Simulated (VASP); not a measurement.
Crystal: SnO2.

```xyz
3
Lattice="0.0000 2.5741 2.5741 2.5741 0.0000 2.5741 2.5741 2.5741 0.0000" Properties=species:S:1:pos:R:3 pbc="T T T"
Sn    0.0000    0.0000    0.0000
O     3.8612    3.8612    3.8612
O     1.2871    1.2871    1.2871
```

Base run:

* Program: VASP 6.6.1
* Functional: PBEsol
* Potentials or basis: VASP PAW PBE potentials, release 64 (Sn_d, O)
* Cutoff: 520 eV
* k mesh: 7 × 7 × 7
* Occupations: fermi-dirac, width 0.05 eV
* Spin: non-collinear spin, zero start, spin-orbit coupling
* Starting moments: [[0.0, 0.0, 0.0], [0.0, 0.0, 0.0], [0.0, 0.0, 0.0]] μB

Its results: pressure -6.5 GPa; net moment 0.00 μB per cell.

**Question.** The run is repeated on the same cell with these changes: functional from PBEsol to PBE; further incar settings from ALGO = Normal; EDIFF = 1e-06; NBANDS = 39 to ALGO = Normal; EDIFF = 1e-07; NBANDS = 39. What comes out?

**Answer.** Pressure 0.2 GPa; net moment 0.00 μB per cell.

Caveats: the cell stands under tension (at least some runs); the PAW data sets were made with another functional, which shifts forces and pressure a little (at least some runs).
